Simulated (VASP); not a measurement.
Input of a VASP 6.6.1 run:

INCAR

```
  PREC = Accurate
  ENCUT = 600
  EDIFF = 1E-6
  ISMEAR = 0
  SIGMA = 0.1
  LREAL = False
  LASPH = True
  NELM = 200
  ALGO = Normal
  ISIF = 2
  LWAVE = False
  LCHARG = False
  GGA = PE
  NBANDS = 53
  GGA_COMPAT = False
  LMAXMIX = 6
```

Contents of KPOINTS:

```
Automatic mesh
0
Gamma
  4 4 10
```

The input POSCAR:

```
Nd2CdC2
1.0
    7.2324153323      0.0000000000      0.0000000000
    0.0000000000      7.2324153323      0.0000000000
    0.0000000000      0.0000000000      3.5478415436
Nd Cd C
4 2 4
Direct
    0.8089194106      0.3089194106      0.5000000000
    0.6910805894      0.8089194106      0.5000000000
    0.1910805894      0.6910805894      0.5000000000
    0.3089194106      0.1910805894      0.5000000000
    0.5000000000      0.5000000000      0.0000000000
    0.0000000000      0.0000000000      0.0000000000
    0.4329804465      0.9329804465      0.0000000000
    0.9329804465      0.5670195535      0.0000000000
    0.0670195535      0.4329804465      0.0000000000
    0.5670195535      0.0670195535      0.0000000000
```

Potentials or basis: VASP PAW PBE potentials, release 64 (Nd_3, Cd, C), 4f in core.

Run with:

```bash
$ cat potpaw_PBE.64/Nd_3/POTCAR potpaw_PBE.64/Cd/POTCAR potpaw_PBE.64/C/POTCAR > POTCAR
$ mpirun -np 1 vasp_std > vasp.out
```

**Question.** Estimate the largest force.

**Answer.** 0.084 eV/Å.

**Question.** What does it give for the band gap on the k mesh?

**Answer.** Zero (bands 42 and 43 overlap by 1.12 eV).

**Question.** Estimate the pressure.

**Answer.** 0.4 GPa.

Stress tensor (GPa, compression positive):
```
0.51 0.00 0.00
0.00 0.51 0.00
0.00 0.00 0.32
```

Caveat: spin-orbit coupling is left out, which moves the levels of the heavy elements; the 4f electrons are frozen in the core, so they carry no moment and show no levels. Spin polarisation is off, so any magnetic state and its effect on volume and gap are missing.
